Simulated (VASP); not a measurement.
# MnF2 (P4_2/mnm) in VASP: notebook

Runs on MnF2. Level: revPBE. Tasks: single point.

Program: VASP 6.6.1. These are calculated values, not measurements. Logs are shortened: lines on timing, memory, paths and dates and some standing lists are left out, and cuts for length are marked.

## (1) The cell of the first run

The structure is tetragonal, space group P4_2/mnm (No. 136). Conventional cell: a = 4.791 Å, b = 4.791 Å, c = 3.255 Å, α = 90.00°, β = 90.00°, γ = 90.00°. Mn (site symmetry mmm) has 6 F at 2.07 to 2.09 Å within 2.7 Å. F (site symmetry m2m) has 3 Mn at 2.07 to 2.09 Å and 1 F at 2.64 Å within 2.7 Å.

## (2) Single point, revPBE, collinear spin, ferromagnetic start

Contents of INCAR:

```
PREC = Accurate
ENCUT = 520
EDIFF = 1E-7
ISMEAR = 0
SIGMA = 0.2
LREAL = False
LASPH = True
NELM = 150
ALGO = Normal
ISIF = 2
LWAVE = False
LCHARG = False
ISPIN = 2
MAGMOM = 5.2 5.2 0 0 0 0
LORBIT = 11
LMAXMIX = 4
GGA = RE
NBANDS = 40
```

Contents of KPOINTS:

```
regular mesh
0
Gamma
  5 5 7
```

Contents of POSCAR:

```
MnF2
1.0
    4.7911772588      0.0000000000      0.0000000000
    0.0000000000      4.7911772588      0.0000000000
    0.0000000000      0.0000000000      3.2545755982
Mn F
2 4
Direct
    0.0000000000      0.0000000000      0.0000000000
    0.5000000000      0.5000000000      0.5000000000
    0.3053000000      0.3053000000      0.0000000000
    0.1947000000      0.8053000000      0.5000000000
    0.6947000000      0.6947000000      0.0000000000
    0.8053000000      0.1947000000      0.5000000000
```

Potentials or basis: VASP PAW PBE potentials, release 64 (Mn_pv, F).

Launch:

```
> cat potpaw_PBE.64/Mn_pv/POTCAR potpaw_PBE.64/F/POTCAR > POTCAR
> mpirun -np 1 vasp_std > vasp.out
```

OUTCAR:

```text
PREC = Accurate
   ENCUT = 520
   EDIFF = 1E-7
   ISMEAR = 0
   LREAL = False
   LASPH = True
   NELM = 150
   ISIF = 2
   ISPIN = 2
   LORBIT = 11
   GGA = RE

 ion  position               nearest neighbor table
   1  0.000  0.000  0.000-   3 2.07   5 2.07   4 2.09   6 2.09   4 2.09   6 2.09
   2  0.500  0.500  0.500-   4 2.07   6 2.07   5 2.09   3 2.09   3 2.09   5 2.09
   3  0.305  0.305  0.000-   1 2.07   2 2.09   2 2.09
   4  0.195  0.805  0.500-   2 2.07   1 2.09   1 2.09
   5  0.695  0.695  0.000-   1 2.07   2 2.09   2 2.09
   6  0.805  0.195  0.500-   2 2.07   1 2.09   1 2.09

  LATTYP: Found a simple tetragonal cell.
 ALAT       =     4.7911772588
 C/A-ratio  =     0.6792851574

  Lattice vectors:

 A1 = (   4.7911772588,   0.0000000000,   0.0000000000)
 A2 = (   0.0000000000,   4.7911772588,   0.0000000000)
 A3 = (   0.0000000000,   0.0000000000,   3.2545755982)

Analysis of symmetry for initial positions (statically):
=====================================================================
 Subroutine PRICEL returns:
 Original cell was already a primitive cell.

 Routine SETGRP: Setting up the symmetry group for a
 simple tetragonal supercell.

 Subroutine GETGRP returns: Found 16 space group operations
 (whereof  8 operations were pure point group operations)
 out of a pool of 16 trial point group operations.

The static configuration has the point symmetry D_2h.
 The point group associated with its full space group is D_4h.

Analysis of symmetry for dynamics (positions and initial velocities):
=====================================================================
 Subroutine PRICEL returns:
 Original cell was already a primitive cell.

 Routine SETGRP: Setting up the symmetry group for a
 simple tetragonal supercell.

 Subroutine GETGRP returns: Found 16 space group operations
 (whereof  8 operations were pure point group operations)
 out of a pool of 16 trial point group operations.

The dynamic configuration has the point symmetry D_2h.
 The point group associated with its full space group is D_4h.

Analysis of structural, dynamic, and magnetic symmetry:
=====================================================================
 Subroutine PRICEL returns:
 Original cell was already a primitive cell.

 Routine SETGRP: Setting up the symmetry group for a
 simple tetragonal supercell.

 Subroutine GETGRP returns: Found 16 space group operations
 (whereof  8 operations were pure point group operations)
 out of a pool of 16 trial point group operations.

The overall configuration has the point symmetry D_2h.
 The point group associated with its full space group is D_4h.

 Subroutine INISYM returns: Found 16 space group operations
 (whereof  8 operations are pure point group operations),
 and found     1 'primitive' translations

----------------------------------------------------------------------------------------

                                     Primitive cell

  volume of cell :      74.7100

  direct lattice vectors                    reciprocal lattice vectors
     4.791177259  0.000000000  0.000000000     0.208716970  0.000000000  0.000000000
     0.000000000  4.791177259  0.000000000     0.000000000  0.208716970  0.000000000
     0.000000000  0.000000000  3.254575598     0.000000000  0.000000000  0.307259724

  length of vectors
     4.791177259  4.791177259  3.254575598     0.208716970  0.208716970  0.307259724

  position of ions in fractional coordinates (direct lattice)
     0.000000000  0.000000000  0.000000000
     0.500000000  0.500000000  0.500000000
     0.305300000  0.305300000  0.000000000
     0.194700000  0.805300000  0.500000000
     0.694700000  0.694700000  0.000000000
     0.805300000  0.194700000  0.500000000

  ion indices of the primitive-cell ions
   primitive index   ion index
                 1           1
                 2           2
                 3           3
                 4           4
                 5           5
                 6           6

[... 32 lines left out ...]
  0.400000  0.200000  0.000000      8.000000
  0.400000  0.400000  0.000000      4.000000
[... 16 lines left out ...]
  0.400000  0.200000  0.428571     16.000000
  0.400000  0.400000  0.428571      8.000000
   k-points           NKPTS =     24   k-points in BZ     NKDIM =     24   number of bands    NBANDS=     40
   number of dos      NEDOS =    301   number of ions     NIONS =      6
   total plane-waves  NPLWV =  31104
   dimension x,y,z NGX =    36 NGY =   36 NGZ =   24
   dimension x,y,z NGXF=    72 NGYF=   72 NGZF=   48
   ions per type =               2   4
   NGX,Y,Z   is equivalent  to a cutoff of  12.49, 12.49, 12.26 a.u.
   NGXF,Y,Z  is equivalent  to a cutoff of  24.98, 24.98, 24.52 a.u.
 SYSTEM =  unknown system
   PREC   = accura    normal or accurate (medium, high low for compatibility)
   ISTART =      0    job   : 0-new  1-cont  2-samecut
   ICHARG =      2    charge: 1-file 2-atom 10-const
   ISPIN  =      2    spin polarized calculation?
   LNONCOLLINEAR =      F non collinear calculations
   LSORBIT =      F    spin-orbit coupling
   LASPH  =      T    aspherical Exc in radial PAW
   ENCUT  =  520.0 eV  38.22 Ry    6.18 a.u.   8.91  8.91  6.05*2*pi/ulx,y,z
   NELM   =    150;   NELMIN=  2; NELMDL= -5     # of ELM steps
   EDIFF  = 0.1E-06   stopping-criterion for ELM
   LREAL  =      F    real-space projection
   EDIFFG = 0.1E-05   stopping-criterion for IOM
   NSW    =      0    number of steps for IOM
   IBRION =     -1    ionic relax: 0-MD 1-quasi-New 2-CG
   NFREE  =      0    steps in history (QN), initial steepest desc. (CG)
   ISIF   =      2    stress and relaxation
   ISYM   =      2    0-nonsym 1-usesym 2-fastsym
   POTIM  = 0.5000    time-step for ionic-motion
   TEBEG  =    0.0;   TEEND  =   0.0 temperature during run
   PSTRESS=    0.0 pullay stress
   NELECT =      54.0000    total number of electrons
   NUPDOWN=      -1.0000    fix difference up-down
   EMIN   =  10.00;   EMAX   =-10.00  energy-range for DOS
   EFERMI =   0.00;   METHOD = LEGACY
   ISMEAR =     0;   SIGMA  =   0.20  broadening in eV -4-tet -1-fermi 0-gaus
   EFERMI_NEDOS =   21; number of points for ismear=-14 and -15
   IALGO  =     38    algorithm
   IMIX   =      4    mixing-type and parameters
     AMIX     =   0.40;   BMIX     =  1.00
     AMIX_MAG =   1.60;   BMIX_MAG =  1.00
  volume/ion in A,a.u.               =      12.45        84.03
  Fermi-wavevector in a.u.,A,eV,Ry     =   1.469196  2.776378 29.368686  2.158538
  Thomas-Fermi vector in A             =   2.584603
   LORBIT       =     11    0 simple, 1 ext, 2 COOP (PROOUT), +10 PAW based schemes
   GGA     = RE    functional components
   LHFCALC =     F    Hartree Fock is set to
   AEXX    =    0.0000 exact exchange contribution
   IVDW    =     0    specifies the selected vdW correction
   LEPSILON=     F    determine dielectric tensor
   LRPA    =     F    only Hartree local field effects (RPA)
 spin polarized calculation
 Gauss-broadening in eV      SIGMA  =   0.20
  energy-cutoff  :      520.00
  volume of cell :       74.71
 maximum number of plane-waves:      2032
 NGX is ok and might be reduce to    36
   NGX = 17   NGY = 17   NGZ = 13

 number of electron      54.0000005 magnetization       9.9999958

 number of electron      54.0000005 magnetization      10.0000019

 Free energy of the ion-electron system (eV)
  ---------------------------------------------------
  ext. energy  EPLUGINS =         0.00000000
  ---------------------------------------------------
  free energy    TOTEN  =       -37.61093228 eV

  energy without entropy =      -37.61093220  energy(sigma->0) =      -37.61093224

 E-fermi :   4.8780     XC(G=0):  -9.6958

 val. band max:        4.2744165483   @ k =   0.0000   0.0000   0.0000
 cond. band min:       5.4801203416   @ k =   0.0000   0.0000   0.0000
 fundamental gap:      1.2057037933
 Fermi energy:         4.8779773304

 spin component 1

 k-point     1 :       0.0000    0.0000    0.0000
  band No.  band energies     occupation
      1     -46.1095      1.00000
      2     -46.1095      1.00000
      3     -46.0477      1.00000
      4     -46.0477      1.00000
      5     -46.0412      1.00000
      6     -46.0388      1.00000
[... 997 lines left out ...]
     38      13.6034      0.00000
     39      13.8524      0.00000
 Fermi energy:         4.8779773304

 spin component 2

 k-point     1 :       0.0000    0.0000    0.0000
  band No.  band energies     occupation
      1     -41.1205      1.00000
      2     -41.1205      1.00000
      3     -41.0443      1.00000
      4     -41.0443      1.00000
      5     -41.0317      1.00000
      6     -41.0282      1.00000
[... 997 lines left out ...]
     38      14.3501      0.00000
     39      14.8632      0.00000
 [bands above 39 left out]

------------------------ aborting loop because EDIFF is reached ----------------------------------------

  FORCE on cell =-STRESS in cart. coord.  units (eV):
  Direction    XX          YY          ZZ          XY          YZ          ZX
  --------------------------------------------------------------------------------------
  -------------------------------------------------------------------------------------
  Total        5.9028802      5.9028802      6.9488538     -0.0000000      0.0000000      0.0000000
  in kB      126.5889242    126.5889242    149.0201232     -0.0000000      0.0000000      0.0000000
  external PRESSURE =     134.0659906 kB  Pullay stress =       0.0000000 kB

 VOLUME and BASIS-vectors are now :
 -----------------------------------------------------------------------------
  energy-cutoff  :      520.00
  volume of cell :       74.71
      direct lattice vectors                 reciprocal lattice vectors
     4.791177259  0.000000000  0.000000000     0.208716970  0.000000000  0.000000000
     0.000000000  4.791177259  0.000000000     0.000000000  0.208716970  0.000000000
     0.000000000  0.000000000  3.254575598     0.000000000  0.000000000  0.307259724

 POSITION                                       TOTAL-FORCE (eV/Angst)
 -----------------------------------------------------------------------------------
      0.00000      0.00000      0.00000         0.000000      0.000000      0.000000
      2.39559      2.39559      1.62729         0.000000      0.000000      0.000000
      1.46275      1.46275      0.00000        -0.095011     -0.095011      0.000000
      0.93284      3.85834      1.62729         0.095011     -0.095011      0.000000
      3.32843      3.32843      0.00000         0.095011      0.095011      0.000000
      3.85834      0.93284      1.62729        -0.095011      0.095011      0.000000
 -----------------------------------------------------------------------------------
    total drift:                                0.000000      0.000000      0.000000

  FREE ENERGIE OF THE ION-ELECTRON SYSTEM (eV)
  ---------------------------------------------------
  free  energy   TOTEN  =       -37.6109322785 eV

  energy  without entropy=      -37.6109322035  energy(sigma->0) =      -37.61093224

 total charge

# of ion       s       p       d       tot
------------------------------------------
    1        0.172   6.162   4.975  11.308
    2        0.172   6.162   4.975  11.308
    3        1.739   4.393   0.000   6.132
    4        1.739   4.393   0.000   6.132
    5        1.739   4.393   0.000   6.132
    6        1.739   4.393   0.000   6.132
--------------------------------------------------
tot          7.299  29.895   9.949  47.144

 magnetization (x)

# of ion       s       p       d       tot
------------------------------------------
    1        0.025   0.024   4.543   4.592
    2        0.025   0.024   4.543   4.592
    3        0.009   0.082   0.000   0.091
    4        0.009   0.082   0.000   0.091
    5        0.009   0.082   0.000   0.091
    6        0.009   0.082   0.000   0.091
--------------------------------------------------
tot          0.086   0.378   9.085   9.549
```

Wall time 2.4 min (1 thread of Intel Xeon Platinum 8488C (Sapphire Rapids), shared host); peak memory 0.25 GiB.

What came out:

| Property | Result |
| --- | --- |
| Free energy | -37.6109 eV |
| Pressure | 13.4 GPa |
| Largest force | 0.134 eV/Å |
| Band gap on the k mesh | 1.21 eV |
| Net moment | 10.00 μB per cell |
| Site moments | Mn +4.59; F +0.09 μB |
| Valence electrons inside the program's atomic spheres | Mn 11.31; F 6.13 |

Forces in eV/Å, atoms in the order of the input:
```
Mn   0.000  0.000  0.000
Mn   0.000  0.000  0.000
F   -0.095 -0.095  0.000
F    0.095 -0.095  0.000
F    0.095  0.095  0.000
F   -0.095  0.095  0.000
```

Caveat: the cell stands under pressure; the PAW data sets were made with another functional, which shifts forces and pressure a little; the run started ferromagnetic, and an antiferromagnetic order may lie lower in energy. revPBE gaps usually lie below the measured ones, often by a third to a half.

## (3) Single point, revPBE, collinear spin, ferromagnetic start

This run uses another cell than the first one, of 12.84 Å³/atom.

Contents of INCAR:

```
SYSTEM = MnF2
PREC = Accurate
ENCUT = 520
EDIFF = 1E-7
ISMEAR = 0
SIGMA = 0.2
LREAL = .False.
LASPH = .True.
NELM = 150
ALGO = Normal
ISIF = 2
LWAVE = .False.
LCHARG = .True.
ISPIN = 2
MAGMOM = 5.2 5.2 0 0 0 0
LORBIT = 11
LMAXMIX = 4
GGA = RE
LELF = .True.
LVHAR = .True.
NBANDS = 40
```

Contents of KPOINTS:

```
Automatic mesh
0
Gamma
  5 5 7
  0 0 0
```

POSCAR, as its differences from that of step 2:

```diff
@@ -2,5 +2,5 @@
 1.0
-    4.7911772588      0.0000000000      0.0000000000
-    0.0000000000      4.7911772588      0.0000000000
-    0.0000000000      0.0000000000      3.2545755982
+    4.8410889473      0.0000000000      0.0000000000
+    0.0000000000      4.8410889473      0.0000000000
+    0.0000000000      0.0000000000      3.2884798674
 Mn F
```

Potentials or basis: VASP PAW PBE potentials, release 64 (Mn_pv, F).

Launch:

```
> cat potpaw_PBE.64/Mn_pv/POTCAR potpaw_PBE.64/F/POTCAR > POTCAR
> mpirun -np 1 vasp_std > vasp.out
```

It took 2.8 min on 1 thread of Intel Xeon Platinum 8488C (Sapphire Rapids), shared host; peak memory 0.26 GiB.

It converged, with:

```yaml
Free_energy: -37.7836 eV
Pressure: 9.4 GPa
Largest_force: 0.094 eV/Å
Band_gap_on_the_k_mesh: 1.26 eV
Net_moment: 10.00 μB per cell
Site_moments: Mn +4.60; F +0.09 μB
Valence_electrons_inside_the_program's_atomic_spheres: Mn 11.28; F 6.12
```

Forces in eV/Å, atoms in the order of the input:
```
Mn   0.000  0.000  0.000
Mn   0.000  0.000  0.000
F   -0.066 -0.066  0.000
F    0.066 -0.066  0.000
F    0.066  0.066  0.000
F   -0.066  0.066  0.000
```

Stress tensor (GPa, compression positive):
```
 8.94  0.00  0.00
 0.00  8.94  0.00
 0.00  0.00 10.27
```

Levels at points of the mesh, in eV from the valence-band top:
Spin up:
```
           k point  band 28  band 29  band 30  band 31  band 32  band 33  band 34  band 35  band 36  band 37
(0.00, 0.00, 0.00)    -1.82    -1.62    -0.58    -0.58     0.00     1.26     6.63     6.63     7.99     9.83
```
Spin down:
```tsv
k point	band 19	band 20	band 21	band 22	band 23	band 24	band 25	band 26
(0.00, 0.00, 0.00)	-5.21	-4.82	-4.82	-4.53	1.82	1.83	2.21	2.29
```

Caveat: the cell stands under pressure; the PAW data sets were made with another functional, which shifts forces and pressure a little; the run started ferromagnetic, and an antiferromagnetic order may lie lower in energy.

## (4) Single point, revPBE, collinear spin, ferromagnetic start

This run uses another cell than the first one, of 13.24 Å³/atom.

Contents of INCAR:

```
PREC = Accurate
ENCUT = 520
EDIFF = 1E-6
ISMEAR = 0
SIGMA = 0.2
LREAL = F
LASPH = T
NELM = 150
ALGO = Normal
ISIF = 2
LWAVE = F
LCHARG = F
ISPIN = 2
MAGMOM = 5.2 5.2 0 0 0 0
LORBIT = 11
LMAXMIX = 4
GGA = RE
NBANDS = 40
```

Contents of KPOINTS:

```
regular mesh
0
Gamma
  5 5 7
```

POSCAR, as its differences from that of step 3:

```diff
@@ -2,5 +2,5 @@
 1.0
-    4.8410889473      0.0000000000      0.0000000000
-    0.0000000000      4.8410889473      0.0000000000
-    0.0000000000      0.0000000000      3.2884798674
+    4.8899921455      0.0000000000      0.0000000000
+    0.0000000000      4.8899921455      0.0000000000
+    0.0000000000      0.0000000000      3.3216990841
 Mn F
```

Launch:

```
> cat potpaw_PBE.64/Mn_pv/POTCAR potpaw_PBE.64/F/POTCAR > POTCAR
> mpirun -np 1 vasp_std > vasp.out
```

Run time: 2 min. Hardware: 1 thread of Intel Xeon Platinum 8488C (Sapphire Rapids), shared host; peak memory 0.27 GiB.

The run converged. Its results:

* Free energy: -37.9015 eV
* Pressure: 5.9 GPa
* Largest force: 0.057 eV/Å
* Band gap on the k mesh: 1.32 eV
* Net moment: 10.00 μB per cell
* Site moments: Mn +4.60; F +0.08 μB
* Valence electrons inside the program's atomic spheres: Mn 11.24; F 6.12

Forces on the atoms (eV/Å):
```
Mn   0.000  0.000  0.000
Mn   0.000  0.000  0.000
F   -0.040 -0.040  0.000
F    0.040 -0.040  0.000
F    0.040  0.040  0.000
F   -0.040  0.040  0.000
```

Stress tensor (GPa, compression positive):
```
5.76 0.00 0.00
0.00 5.76 0.00
0.00 0.00 6.32
```

Levels at points of the mesh, in eV from the valence-band top:
Spin up:
| k point | band 30 | band 31 | band 32 | band 33 | band 34 | band 35 |
| --- | --- | --- | --- | --- | --- | --- |
| (0.00, 0.00, 0.00) | -0.56 | -0.56 | 0.00 | 1.32 | 6.70 | 6.70 |
Spin down:
```
           k point  band 20  band 21  band 22  band 23  band 24  band 25
(0.00, 0.00, 0.00)    -4.57    -4.57    -4.28     1.94     1.95     2.31
```

Caveat: the cell stands under pressure; the PAW data sets were made with another functional, which shifts forces and pressure a little; the run started ferromagnetic, and an antiferromagnetic order may lie lower in energy. A k mesh can miss the band edges.

## (5) Overview

```csv
cell,gap on the mesh (eV),pressure (GPa),moment (μB),largest force (eV/Å)
"a = 4.791, b = 4.791, c = 3.255 Å, 6 atoms",1.21,13.4,10.00,0.13
"a = 4.841, b = 4.841, c = 3.288 Å, 6 atoms",1.26,9.4,10.00,0.09
"a = 4.890, b = 4.890, c = 3.322 Å, 6 atoms",1.32,5.9,10.00,0.06
```

Alike in all rows: task single point; level revPBE; potentials or basis VASP PAW PBE potentials, release 64 (Mn_pv, F); spin collinear, ferromagnetic start; k mesh 5 × 5 × 7; cutoff (eV) 520; smearing gaussian 0.2 eV.

Caveats: the cell stands under pressure; the PAW data sets were made with another functional, which shifts forces and pressure a little; the run started ferromagnetic, and an antiferromagnetic order may lie lower in energy.

Total energies depend on the potentials used, so only differences within one code and one set of settings carry meaning.
